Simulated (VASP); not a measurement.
The system is HfC.

```
Hf C
1.0
     0.00000    2.70893    2.70893
     2.70893    0.00000    2.70893
     2.70893    2.70893    0.00000
Hf C
1 1
Direct
  0.75000 0.75000 0.75000
  0.00000 0.00000 0.00000
```

```yaml
Program: VASP 6.6.1
Task: relaxation of cell and atoms
Functional: PBE
Potentials_or_basis: VASP PAW PBE potentials, release 64 (Hf_pv, C)
Cutoff: 600 eV
k_mesh: 6 × 6 × 6
Occupations: gaussian, width 0.1 eV
Spin: no spin polarisation
```

At the start: pressure -22.8 GPa; volume 19.88 Å³/atom.

Question: Where does the relaxation end?

Answer: Over 4 steps the energy falls by 330.5 meV/atom and the volume is 16.01 Å³/atom (-19.4 %); space group F-43m (No. 216, to 0.05 Å).

Step by step:
```
step  energy change (eV)  largest force (eV/Å)  pressure (GPa)  volume (Å³)
   1              0.0000                0.0000          -22.81        39.76
   2              0.2109                0.0000           52.24        25.60
   3             -0.6598                0.0000           -1.40        32.26
   4             -0.6610                0.0000           -0.28        32.03
```

Final structure:
```
CELL_PARAMETERS angstrom
0.00000 2.52056 2.52056
2.52056 0.00000 2.52056
2.52056 2.52056 0.00000
ATOMIC_POSITIONS crystal
Hf 0.75000 0.75000 0.75000
C 0.00000 0.00000 0.00000
```

Caveat: the volume moved by over 15 % at a fixed basis, so the end points are rough.
